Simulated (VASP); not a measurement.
## PbO: single point with r2SCAN

Crystal: PbO.

```
Pb O
1.0
     3.17937    0.00000    0.00000
     0.00000    3.17937    0.00000
     0.00000    0.00000    3.17937
Pb O
1 1
Cartesian
  0.0000 0.0000 0.0000
  1.5897 1.5897 1.5897
```

```yaml
Program: VASP 6.6.1
Task: single point
Functional: r2SCAN
Potentials_or_basis: VASP PAW PBE potentials, release 64 (Pb_d, O)
Cutoff: 520 eV
k_mesh: 8 × 8 × 8
Occupations: fermi-dirac, width 0.02 eV
Spin: no spin polarisation
```

The pressure is 0.2 GPa. The band gap on the k mesh is 0.41 eV, indirect (least direct gap 0.46 eV).

Levels at points of the mesh, in eV from the valence-band top:
| k point | band 8 | band 9 | band 10 | band 11 | band 12 | band 13 |
| --- | --- | --- | --- | --- | --- | --- |
| (0.00, 0.00, 0.00) | -1.82 | -1.82 | -1.82 | 9.25 | 9.25 | 9.25 |
| (0.50, 0.00, 0.00) | -1.00 | -1.00 | -0.05 | 0.41 | 8.39 | 8.39 |
| (0.50, 0.50, 0.00) | -4.59 | -4.59 | -1.00 | 4.40 | 4.40 | 10.68 |
| (0.50, 0.50, 0.50) | -2.27 | -2.27 | -2.27 | 1.11 | 1.11 | 1.11 |

It took 26 s on 1 thread of Intel Xeon 6975P-C (shared host), peak memory 0.15 GiB.

Caveat: the PAW data sets were made with another functional, which shifts forces and pressure a little; spin-orbit coupling is left out, which moves the levels of the heavy elements. A k mesh can miss the band edges.
